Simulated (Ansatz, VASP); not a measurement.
**Sr in VASP and in Ansatz**

The input INCAR:

```
AGGAC = 1.0 ; AGGAX = 1.0
ALDAC = 0.0 ; ALDAX = 1.0
ALGO = Normal ; EDIFF = 1E-6
ENCUT = 520 ; GGA = B5
ISIF = 2 ; ISMEAR = -1
LASPH = T ; LCHARG = F
LREAL = F ; LWAVE = F
NBANDS = 17 ; NELM = 80
PREC = Accurate ; SIGMA = 0.1
```

KPOINTS

```
k-points
0
Gamma
  6 6 6
```

Contents of POSCAR:

```
Sr
1.0
    0.0000000000      4.9735175890      4.9735175890
    4.9735175890      0.0000000000      4.9735175890
    4.9735175890      4.9735175890      0.0000000000
Sr
2
Direct
    0.1250000000      0.1250000000      0.1250000000
    0.8750000000      0.8750000000      0.8750000000
```

Input for Ansatz:

```yaml
crystal:
  lattice:
    - [0.0, 4.973517589, 4.973517589]
    - [4.973517589, 0.0, 4.973517589]
    - [4.973517589, 4.973517589, 0.0]
  atoms:
    - { symbol: Sr, position: [0.125, 0.125, 0.125] }
    - { symbol: Sr, position: [0.875, 0.875, 0.875] }
hamiltonian:
  xc: blyp
  pseudopotentials:
    kind: paw
    azcp:
      Sr: "pseudopotentials/Sr.paw.azcp"
basis:
  ecutwfc: 420
  fft_grid_basis: typed
kpoints:
  mp_grid: { grid: [6, 6, 6], shift: [0, 0, 0] }
magnetization:
  spin_polarized: false
scf:
  occupations: { method: fermi_dirac, width: 0.1 }
  lower_state_search: "off"
output:
  stress: true
```

Alike in both runs: task single point; functional BLYP; k mesh 6 × 6 × 6; occupations fermi-dirac, width 0.1 eV; no spin polarisation.

```csv
,VASP,Ansatz
version,VASP 6.6.1,Ansatz 0.2.0
potentials or method,"VASP PAW PBE potentials, release 64 (Sr_sv), cutoff 520 eV","plane waves (420 eV) with PAW, scalar-relativistic"
valence electrons in the cell,20,20
```

```csv
,VASP,Ansatz,Ansatz less VASP
pressure (GPa),0.1,0.1,0.00
```

VASP's potentials were made for PBE, not for BLYP. With one functional, cell and mesh, what is left measures potentials, basis and numerics.
